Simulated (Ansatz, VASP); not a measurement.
Given: the input of a run of Ansatz 0.2.0 on SiO2.

File input.yaml:

```yaml
crystal:
  lattice:
    - [4.982, 0.0, 0.0]
    - [0.0, 4.982, 0.0]
    - [0.0, 0.0, 6.963]
  atoms:
    - { symbol: Si, position: [0.79897, 0.20103, 0.75] }
    - { symbol: Si, position: [0.70103, 0.70103, 0.5] }
    - { symbol: Si, position: [0.20103, 0.79897, 0.25] }
    - { symbol: Si, position: [0.29897, 0.29897, 0.0] }
    - { symbol: O, position: [0.10347, 0.23989, 0.82187] }
    - { symbol: O, position: [0.26011, 0.60347, 0.07187] }
    - { symbol: O, position: [0.89653, 0.76011, 0.32187] }
    - { symbol: O, position: [0.73989, 0.39653, 0.57187] }
    - { symbol: O, position: [0.60347, 0.26011, 0.92813] }
    - { symbol: O, position: [0.76011, 0.89653, 0.67813] }
    - { symbol: O, position: [0.39653, 0.73989, 0.42813] }
    - { symbol: O, position: [0.23989, 0.10347, 0.17813] }
hamiltonian:
  xc: pbesol
  pseudopotentials: { kind: paw }
  dispersion: d3bj
kpoints:
  mp_grid: { grid: [6, 6, 4] }
scf:
  occupations: { method: fermi_dirac, width: 0.05 }
output:
  forces: true
  stress: true
  eigenvalues: true
relax:
  f_tol: 0.01
  max_steps: 40
  cell: { stress_tol: 0.05 }
```

Potentials or basis: Ansatz PAW.

Run with:

```console
$ ansatz run input.yaml --threads 4 --pin off --max-ram 11264MiB --backend cpu --events-out ev --progress --plain --runs-dir out
```

**Question.** Set up the same calculation for VASP 6.6.1. Potentials there: VASP PAW PBE potentials, release 64 (Si, O).

**Answer.** As run (the cutoff follows the program's own potentials):

File INCAR:

```
  PREC = Accurate
  ENCUT = 600
  EDIFF = 1E-7
  ISMEAR = -1
  SIGMA = 0.05
  LREAL = F
  LASPH = T
  NELM = 120
  ALGO = Normal
  ISIF = 3
  LWAVE = F
  LCHARG = F
  GGA = PS
  IVDW = 12
  IBRION = 2
  NSW = 60
  EDIFFG = -0.01
  GGA_COMPAT = F
  NELMIN = 4
```

KPOINTS

```
regular mesh
0
Gamma
  6 6 4
```

File POSCAR:

```
SiO2
1.0
    4.9820000000      0.0000000000      0.0000000000
    0.0000000000      4.9820000000      0.0000000000
    0.0000000000      0.0000000000      6.9630000000
Si O
4 8
Direct
    0.7989700000      0.2010300000      0.7500000000
    0.7010300000      0.7010300000      0.5000000000
    0.2010300000      0.7989700000      0.2500000000
    0.2989700000      0.2989700000      0.0000000000
    0.1034700000      0.2398900000      0.8218700000
    0.2601100000      0.6034700000      0.0718700000
    0.8965300000      0.7601100000      0.3218700000
    0.7398900000      0.3965300000      0.5718700000
    0.6034700000      0.2601100000      0.9281300000
    0.7601100000      0.8965300000      0.6781300000
    0.3965300000      0.7398900000      0.4281300000
    0.2398900000      0.1034700000      0.1781300000
```

Potentials or basis: VASP PAW PBE potentials, release 64 (Si, O).

The run is started by

```console
$ cat potpaw_PBE.64/Si/POTCAR potpaw_PBE.64/O/POTCAR > POTCAR
$ mpirun -np 1 vasp_std > vasp.out
```

Both were run:

|  | VASP | Ansatz | Ansatz less VASP |
| --- | --- | --- | --- |
| gap on the k mesh at the Fermi level, each at its own relaxed structure (eV) | 5.65 | 5.66 | +0.007 |
| relaxed volume (Å³/atom) | 13.50 | 13.56 | +0.064 |
| relaxed length of the cell vector where the two differ most in proportion (Å) | 6.744 | 6.766 | +0.0223 |

VASP's potentials were made for PBE, not for PBEsol.

Noted on Ansatz's run: the plane-wave basis is chosen anew once the cell has moved, so the energies of steps on either side of that aren't comparable.
